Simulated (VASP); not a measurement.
# Au4I (P-43m) in VASP: further runs, part 2 of 2

VASP 6.6.1.

### 4 Single point, PBE

This run uses another cell than the first one, of 44.65 Å³/atom, 1.750 times its volume.

INCAR reads:

```
SYSTEM = Au4I
PREC = Accurate
ENCUT = 520
EDIFF = 1E-6
ISMEAR = 0
SIGMA = 0.1
LREAL = .False.
LASPH = .True.
NELM = 100
ALGO = Normal
ISIF = 2
LWAVE = .False.
LCHARG = .True.
GGA = PE
LELF = .True.
LVHAR = .True.
NBANDS = 34
```

KPOINTS reads:

```
regular mesh
0
Gamma
  4 4 4
  0 0 0
```

POSCAR reads:

```
Au4I
1.0
    6.0664489200      0.0000000000      0.0000000000
    0.0000000000      6.0664489200      0.0000000000
    0.0000000000      0.0000000000      6.0664489200
Au I
4 1
Direct
    0.2500000000      0.2500000000      0.2500000000
    0.7500000000      0.7500000000      0.2500000000
    0.7500000000      0.2500000000      0.7500000000
    0.2500000000      0.7500000000      0.7500000000
    0.0000000000      0.0000000000      0.0000000000
```

Potentials or basis: VASP PAW PBE potentials, release 64 (Au, I).

On the command line:

```sh
> cat potpaw_PBE.64/Au/POTCAR potpaw_PBE.64/I/POTCAR > POTCAR
> mpirun -np 1 vasp_std > vasp.out
```

OUTCAR:

```text
SYSTEM = Au4I
   PREC = Accurate
   ENCUT = 520
   EDIFF = 1E-6
   ISMEAR = 0
   LREAL = .False.
   LASPH = .True.
   NELM = 100
   ISIF = 2
   GGA = PE

 ion  position               nearest neighbor table
   1  0.250  0.250  0.250-   5 2.63
   2  0.750  0.750  0.250-   5 2.63
   3  0.750  0.250  0.750-   5 2.63
   4  0.250  0.750  0.750-   5 2.63
   5  0.000  0.000  0.000-   1 2.63   2 2.63   3 2.63   4 2.63

  LATTYP: Found a simple cubic cell.
 ALAT       =     6.0664489200

  Lattice vectors:

 A1 = (   6.0664489200,   0.0000000000,   0.0000000000)
 A2 = (   0.0000000000,   6.0664489200,   0.0000000000)
 A3 = (   0.0000000000,   0.0000000000,   6.0664489200)

Analysis of symmetry for initial positions (statically):
=====================================================================
 Subroutine PRICEL returns:
 Original cell was already a primitive cell.

 Routine SETGRP: Setting up the symmetry group for a
 simple cubic supercell.

 Subroutine GETGRP returns: Found 24 space group operations
 (whereof 24 operations were pure point group operations)
 out of a pool of 48 trial point group operations.

The static configuration has the point symmetry T_d .

Analysis of symmetry for dynamics (positions and initial velocities):
=====================================================================
 Subroutine PRICEL returns:
 Original cell was already a primitive cell.

 Routine SETGRP: Setting up the symmetry group for a
 simple cubic supercell.

 Subroutine GETGRP returns: Found 24 space group operations
 (whereof 24 operations were pure point group operations)
 out of a pool of 48 trial point group operations.

The dynamic configuration has the point symmetry T_d .

 Subroutine INISYM returns: Found 24 space group operations
 (whereof 24 operations are pure point group operations),
 and found     1 'primitive' translations

----------------------------------------------------------------------------------------
[... 106 lines left out ...]
  Fermi-wavevector in a.u.,A,eV,Ry     =   1.000761  1.891164 13.626540  1.001522
  Thomas-Fermi vector in A             =   2.133139
   LORBIT       =      0    0 simple, 1 ext, 2 COOP (PROOUT), +10 PAW based schemes
   GGA     = PE    functional components
   LHFCALC =     F    Hartree Fock is set to
   AEXX    =    0.0000 exact exchange contribution
   IVDW    =     0    specifies the selected vdW correction
   LEPSILON=     F    determine dielectric tensor
   LRPA    =     F    only Hartree local field effects (RPA)
 non-spin polarized calculation
 Gauss-broadening in eV      SIGMA  =   0.10
  energy-cutoff  :      520.00
  volume of cell :      223.26
 maximum number of plane-waves:      6031
 NGX is ok and might be reduce to    48
   NGX = 23   NGY = 23   NGZ = 23

 number of electron      51.0000017 magnetization

 Free energy of the ion-electron system (eV)
  ---------------------------------------------------
  ext. energy  EPLUGINS =         0.00000000
  ---------------------------------------------------
  free energy    TOTEN  =        -7.75297502 eV

  energy without entropy =       -7.74294491  energy(sigma->0) =       -7.74795997

 E-fermi :   1.1031     XC(G=0):  -7.4949

 val. band max:        1.0500452840   @ k =   0.5000   0.5000   0.5000
 cond. band min:       1.2112514177   @ k =   0.2500   0.2500   0.0000
 fundamental gap:      0.1612061337
 Fermi energy:         1.1030802791

 k-point     1 :       0.0000    0.0000    0.0000
  band No.  band energies     occupation
      1     -13.7407      2.00000
      2      -4.8825      2.00000
      3      -4.8825      2.00000
      4      -4.8825      2.00000
      5      -2.1094      2.00000
      6      -2.1008      2.00000
[... 359 lines left out ...]
     33       7.4411      0.00000
     34       7.4411      0.00000

------------------------ aborting loop because EDIFF is reached ----------------------------------------

  FORCE on cell =-STRESS in cart. coord.  units (eV):
  Direction    XX          YY          ZZ          XY          YZ          ZX
  --------------------------------------------------------------------------------------
  -------------------------------------------------------------------------------------
  Total       -3.0021991     -3.0021991     -3.0021991      0.0000000      0.0000000      0.0000000
  in kB      -21.5449968    -21.5449968    -21.5449968      0.0000000      0.0000000      0.0000000
  external PRESSURE =     -21.5449968 kB  Pullay stress =       0.0000000 kB

 VOLUME and BASIS-vectors are now :
 -----------------------------------------------------------------------------
  energy-cutoff  :      520.00
  volume of cell :      223.26
      direct lattice vectors                 reciprocal lattice vectors
     6.066448920  0.000000000  0.000000000     0.164841081  0.000000000  0.000000000
     0.000000000  6.066448920  0.000000000     0.000000000  0.164841081  0.000000000
     0.000000000  0.000000000  6.066448920     0.000000000  0.000000000  0.164841081

 POSITION                                       TOTAL-FORCE (eV/Angst)
 -----------------------------------------------------------------------------------
      1.51661      1.51661      1.51661         0.402842      0.402842      0.402842
      4.54984      4.54984      1.51661        -0.402842     -0.402842      0.402842
      4.54984      1.51661      4.54984        -0.402842      0.402842     -0.402842
      1.51661      4.54984      4.54984         0.402842     -0.402842     -0.402842
      0.00000      0.00000      0.00000        -0.000000      0.000000      0.000000
 -----------------------------------------------------------------------------------
    total drift:                               -0.000000     -0.000000      0.000000

  FREE ENERGIE OF THE ION-ELECTRON SYSTEM (eV)
  ---------------------------------------------------
  free  energy   TOTEN  =        -7.7529750227 eV

  energy  without entropy=       -7.7429449114  energy(sigma->0) =       -7.74795997
```

OSZICAR:

```text
N       E                     dE             d eps       ncg     rms          rms(c)
DAV:   1     0.283084790110E+03    0.28308E+03   -0.21426E+04   680   0.125E+03
DAV:   2     0.680693256147E+01   -0.27628E+03   -0.25411E+03   786   0.235E+02
DAV:   3    -0.804911026505E+01   -0.14856E+02   -0.14570E+02   766   0.501E+01
DAV:   4    -0.828227966526E+01   -0.23317E+00   -0.23270E+00   744   0.700E+00
DAV:   5    -0.828678870405E+01   -0.45090E-02   -0.45079E-02   782   0.108E+00    0.136E+01
DAV:   6    -0.778391473701E+01    0.50287E+00   -0.11266E+00   744   0.553E+00    0.847E+00
DAV:   7    -0.774978109507E+01    0.34134E-01   -0.22379E-01   766   0.178E+00    0.386E+00
DAV:   8    -0.775395735181E+01   -0.41763E-02   -0.16949E-02   732   0.579E-01    0.672E-01
DAV:   9    -0.775283641264E+01    0.11209E-02   -0.46966E-03   732   0.253E-01    0.288E-01
DAV:  10    -0.775296768851E+01   -0.13128E-03   -0.64228E-04   714   0.108E-01    0.154E-01
DAV:  11    -0.775294548199E+01    0.22207E-04   -0.68300E-05   718   0.351E-02    0.440E-02
DAV:  12    -0.775297465861E+01   -0.29177E-04   -0.35258E-05   700   0.267E-02    0.375E-02
DAV:  13    -0.775297502271E+01   -0.36410E-06   -0.52541E-07   550   0.320E-03
   1 F= -.77529750E+01 E0= -.77479600E+01  d E =-.100301E-01
```

It took 39 s on 1 thread of Intel Xeon 6975P-C (Granite Rapids), shared host; peak memory 0.34 GiB.

Results:

* Free energy: -7.7530 eV
* Pressure: -2.2 GPa

Levels at points of the mesh, in eV from the Fermi level:
| k point | band 22 | band 23 | band 24 | band 25 | band 26 | band 27 | band 28 | band 29 |
| --- | --- | --- | --- | --- | --- | --- | --- | --- |
| (0.00, 0.00, 0.00) | -2.32 | -1.80 | -1.80 | -1.80 | 1.00 | 1.00 | 1.00 | 1.98 |
| (0.50, 0.00, 0.00) | -2.47 | -1.80 | -1.80 | -1.10 | -0.59 | 1.01 | 1.01 | 3.11 |
| (0.50, 0.50, 0.00) | -2.26 | -2.26 | -1.83 | -0.87 | -0.08 | 0.73 | 0.73 | 3.14 |
| (0.50, 0.50, 0.50) | -2.04 | -2.04 | -2.04 | -0.47 | -0.05 | -0.05 | -0.05 | 3.20 |

Caveat: spin-orbit coupling is left out, which moves the levels of the heavy elements; an odd number of electrons without spin polarisation forces a metal; a magnetic or distorted state may lie lower.

### 5 Overview

```tsv
task	cell	k mesh	cutoff (eV)	gap on the mesh (eV)	pressure (GPa)
single point	a = 5.034 Å, 5 atoms	8 × 8 × 8	520	none	-0.2
relaxation of cell and atoms	relaxed from a = 5.046 Å, 5 atoms	8 × 8 × 8	600	none	0.0
single point	a = 6.066 Å, 5 atoms	4 × 4 × 4	520	none	-2.2
```

Alike in all rows: level PBE; potentials or basis VASP PAW PBE potentials, release 64 (Au, I); no spin polarisation; smearing gaussian 0.1 eV.

Caveats: spin-orbit coupling is left out, which moves the levels of the heavy elements; an odd number of electrons without spin polarisation forces a metal; a magnetic or distorted state may lie lower.

Total energies depend on the potentials used, so only differences within one code and one set of settings carry meaning.
